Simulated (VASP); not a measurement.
A run of VASP 6.6.1:

Contents of INCAR:

```
  PREC = Accurate
  ENCUT = 500
  EDIFF = 1E-6
  ISMEAR = 0
  SIGMA = 0.15
  LREAL = False
  LASPH = True
  NELM = 200
  ALGO = Normal
  ISIF = 2
  LWAVE = False
  LCHARG = False
  ISPIN = 2
  MAGMOM = 0.25 0.25
  LORBIT = 11
  NUPDOWN = 0.5
  LMAXMIX = 4
  GGA = PE
  NBANDS = 26
  GGA_COMPAT = False
```

KPOINTS

```
Automatic mesh
0
Gamma
  21 21 12
```

Contents of POSCAR:

```
Rh
1.0
    2.6692693142      0.0000000000      0.0000000000
   -1.3346346571      2.3116550356      0.0000000000
    0.0000000000      0.0000000000      4.2956488669
Rh
2
Direct
    0.6666666667      0.3333333333      0.7500000000
    0.3333333333      0.6666666667      0.2500000000
```

Potentials or basis: VASP PAW PBE potentials, release 64 (Rh_pv).

Command:

```console
$ cat potpaw_PBE.64/Rh_pv/POTCAR > POTCAR
$ mpirun -np 1 vasp_std > vasp.out
```

Hardware: 1 thread of Intel(R) Xeon(R) Platinum 8488C (Sapphire Rapids) (shared host).

Problem. How long does it take, and how much memory?

Solution. Run time: 2.9 min on 1 thread of Intel(R) Xeon(R) Platinum 8488C (Sapphire Rapids) (shared host), peak memory 0.37 GiB. Counts: scf iterations 12, k points 336.
